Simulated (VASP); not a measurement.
The system is SnGe2.

```
CELL_PARAMETERS angstrom
3.15532 0.00000 0.00000
-1.57766 2.73259 0.00000
0.00000 0.00000 7.72893
ATOMIC_POSITIONS crystal
Sn 0.00000 0.00000 0.00000
Ge 0.33333 0.66667 0.66667
Ge 0.66667 0.33333 0.33333
```

```yaml
Program: VASP 6.6.1
Task: relaxation of cell and atoms
Functional: PBE
Potentials_or_basis: VASP PAW PBE potentials, release 64 (Sn_d, Ge_d)
Cutoff: 600 eV
k_mesh: 6 × 6 × 2
Occupations: gaussian, width 0.1 eV
Spin: no spin polarisation
```

At the start: pressure 2.2 GPa; volume 22.21 Å³/atom.

Where does the relaxation end?

Over 16 steps the energy falls by 105.0 meV/atom and the volume is 22.71 Å³/atom (+2.2 %); space group P-3m1 (No. 164, to 0.1 Å) before and after.

Step by step:
| step | energy change (eV) | largest force (eV/Å) | pressure (GPa) | volume (Å³) |
| --- | --- | --- | --- | --- |
| 1 | 0.0000 | 0.6204 | 2.17 | 66.64 |
| 2 | -0.0556 | 0.5986 | -0.64 | 69.58 |
| 3 | -0.0646 | 0.5901 | -1.96 | 71.24 |
| 4 | -0.1125 | 0.6014 | -2.00 | 71.09 |
| 5 | -0.2292 | 0.3228 | -1.49 | 70.61 |
| 6 | -0.1457 | 0.9652 | 1.82 | 69.42 |
| 7 | -0.2520 | 0.0029 | -0.89 | 70.23 |
| 8 | -0.2527 | 0.0596 | -0.77 | 70.18 |
| 9 | -0.2593 | 0.0429 | 0.21 | 68.74 |
| 10 | -0.2594 | 0.0393 | 0.42 | 68.47 |
| 11 | -0.2654 | 0.0243 | 0.41 | 68.44 |
| 12 | -0.2990 | 0.0168 | -0.17 | 68.28 |
| 13 | -0.2438 | 0.1939 | 0.65 | 67.60 |
| 14 | -0.3031 | 0.0153 | 0.07 | 67.98 |
| 15 | -0.3147 | 0.0179 | -0.12 | 68.15 |
| 16 | -0.3149 | 0.0152 | -0.13 | 68.13 |

Final structure:
```yaml
crystal:
  lattice:
    - [3.40406, 0.00000, 0.00000]
    - [-1.70203, 2.94800, 0.00000]
    - [0.00000, 0.00000, 6.78938]
  atoms:
    - { symbol: Sn, position: [0.00000, 0.00000, 0.00000] }
    - { symbol: Ge, position: [0.33333, 0.66667, 0.64077] }
    - { symbol: Ge, position: [0.66667, 0.33333, 0.35923] }
```

Caveat: the k points lie up to 0.46 Å⁻¹ apart in the final cell, too coarse for converged energies and pressures of a metal.
